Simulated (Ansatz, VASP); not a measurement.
# Tl12H: VASP beside Ansatz

```
Tl H
1.0
     6.92000    0.00000    0.00000
    -5.19000    8.98934    0.00000
     0.00000    0.00000    5.53254
Tl H
12 1
Direct
  0.99637 0.99779 0.00003
  0.16727 0.20995 0.49093
  0.99182 0.34307 0.01354
  0.17759 0.54664 0.51660
  0.98917 0.67008 0.01014
  0.18463 0.88257 0.52349
  0.50000 0.01199 0.00887
  0.67069 0.22440 0.50009
  0.48376 0.34064 0.97623
  0.67800 0.55277 0.48823
  0.48900 0.67564 0.98448
  0.67447 0.87869 0.48624
  0.84224 0.11429 0.75649
```

Alike in both runs: functional r2SCAN; k mesh 2 × 2 × 3; occupations fermi-dirac, width 0.1 eV; no spin polarisation.

Ansatz relaxed the structure, and its values are those at the end. VASP's run is a single point on that final structure, the one shown.

|  | VASP | Ansatz |
| --- | --- | --- |
| version | VASP 6.6.1 | Ansatz 0.2.0 |
| potentials or method | VASP PAW PBE potentials, release 64 (Tl_d, H), cutoff 520 eV | scalar-relativistic, plane waves, PAW |
| valence electrons in the cell | 157 | 157 |

```csv
,VASP,Ansatz,Ansatz less VASP
rms of the force components (eV/Å),0.024,0.024,-0.0003
```

VASP's potentials were made for PBE, not for r2SCAN.

The k mesh is coarse, so the values compare programs but aren't converged. Spin-orbit coupling is off throughout.
